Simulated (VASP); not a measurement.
Write the native input for VASP 6.6.1 that does the following.

```
Task                               : single point
Functional                         : PBEsol-based screened hybrid
Potentials or basis                : VASP PAW PBE potentials, release 64 (Co, Si)
Cutoff                             : 520 eV
k mesh                             : 5 × 5 × 5
Occupations                        : fermi-dirac, width 0.05 eV
Spin                               : collinear spin, ferromagnetic start
Starting moments                   : [2.0, 0.0] μB
Dipole correction                  : no
Grid for exact exchange (PRECFOCK) : Normal
Share of exact exchange            : 0.25
Further INCAR settings             : ALGO = Normal; EDIFF = 1e-06; NBANDS = 18
Screening parameter                : 0.207 1/Å
```

The system is CoSi.

```xyz
2
Lattice="2.7488 0.0000 0.0000 0.0000 2.7488 0.0000 0.0000 0.0000 2.7488" Properties=species:S:1:pos:R:3 pbc="T T T"
Co    0.0000    0.0000    0.0000
Si    1.3744    1.3744    1.3744
```

The input as run:

POSCAR

```
CoSi
1.0
    2.7487666102      0.0000000000      0.0000000000
    0.0000000000      2.7487666102      0.0000000000
    0.0000000000      0.0000000000      2.7487666102
Co Si
1 1
Direct
    0.0000000000      0.0000000000      0.0000000000
    0.5000000000      0.5000000000      0.5000000000
```

INCAR.step1

```
PREC = Accurate ; ENCUT = 520
EDIFF = 1E-5 ; ISMEAR = -1
SIGMA = 0.05 ; LREAL = F
LASPH = T ; NELM = 150
ALGO = Normal ; ISIF = 2
LWAVE = T ; LCHARG = F
ISPIN = 2 ; MAGMOM = 2 0
LORBIT = 11 ; LMAXMIX = 4
NBANDS = 18 ; GGA = PE
```

INCAR.step2

```
PREC = Accurate ; ENCUT = 520
EDIFF = 1E-6 ; ISMEAR = -1
SIGMA = 0.05 ; LREAL = F
LASPH = T ; NELM = 150
ALGO = Normal ; ISIF = 2
LWAVE = F ; LCHARG = F
ISPIN = 2 ; MAGMOM = 2 0
LORBIT = 11 ; LMAXMIX = 4
GGA = PS ; LHFCALC = T
AEXX = 0.25 ; HFSCREEN = 0.207
PRECFOCK = Normal ; NBANDS = 18
ISTART = 1
```

KPOINTS

```
regular mesh
0
Gamma
  5 5 5
```

Potentials or basis: VASP PAW PBE potentials, release 64 (Co, Si).

Launch:

```sh
$ cat potpaw_PBE.64/Co/POTCAR potpaw_PBE.64/Si/POTCAR > POTCAR
$ cp INCAR.step1 INCAR
$ mpirun -np 1 vasp_std > vasp.out
$ cp INCAR.step2 INCAR
$ mpirun -np 1 vasp_std > vasp.out
```

Results of the run:

```json
{"Pressure": "0.4 GPa", "Net moment": "0.87 μB per cell", "Site moments": "Co +0.95; Si +0.02 μB", "Valence electrons inside the program's atomic spheres": "Co 8.74; Si 1.63"}
```

Caveat: the k points lie up to 0.46 Å⁻¹ apart; the PAW data sets were made with another functional, which shifts forces and pressure a little.

Run time: 10 min on 1 thread of Intel(R) Xeon(R) Platinum 8259CL CPU @ 2.50GHz (Skylake/Cascade Lake), with other jobs on the host, peak memory 0.24 GiB.
